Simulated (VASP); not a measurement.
Wanted: the native input for a VASP 6.6.1 run.

| Item | Value |
| --- | --- |
| Task | single point |
| Functional | PBEsol |
| Potentials or basis | VASP PAW PBE potentials, release 64 (Sb, Ga_d) |
| Cutoff | 520 eV |
| k mesh | 10 × 10 × 10 |
| Occupations | fermi-dirac, width 0.05 eV |
| Spin | no spin polarisation |
| Dipole correction | no |
| Further INCAR settings | ALGO = Normal; EDIFF = 1e-07; NBANDS = 16 |

The structure of GaSb lies in POSCAR:

```
GaSb
1.0
   -2.5376888576      2.5376888576      1.4500586754
    2.5376888576     -2.5376888576      1.4500586754
    2.5376888576      2.5376888576     -1.4500586754
Sb Ga
1 1
Direct
    0.0000000000      0.0000000000      0.0000000000
    0.7500000000      0.2500000000      0.5000000000
```

The input as run:

INCAR

```
SYSTEM = GaSb
  PREC = Accurate
  ENCUT = 520
  EDIFF = 1E-7
  ISMEAR = -1
  SIGMA = 0.05
  LREAL = .False.
  LASPH = .True.
  NELM = 100
  ALGO = Normal
  ISIF = 2
  LWAVE = .False.
  LCHARG = .False.
  GGA = PS
  NBANDS = 16
```

KPOINTS

```
Automatic mesh
0
Gamma
  10 10 10
  0 0 0
```

Potentials or basis: VASP PAW PBE potentials, release 64 (Sb, Ga_d).

The run is started by

```bash
$ cat potpaw_PBE.64/Sb/POTCAR potpaw_PBE.64/Ga_d/POTCAR > POTCAR
$ mpirun -np 1 vasp_std > vasp.out
```

Results of the run:

- Pressure: 20.3 GPa
- Band gap on the k mesh: zero (bands 9 and 10 overlap by 5.77 eV)

Caveat: the cell stands under pressure; the PAW data sets were made with another functional, which shifts forces and pressure a little; spin-orbit coupling is left out, which moves the levels of the heavy elements.

It took 75 s on 1 thread of AMD EPYC 9R14 (Zen 4), on a shared host, peak memory 0.18 GiB.
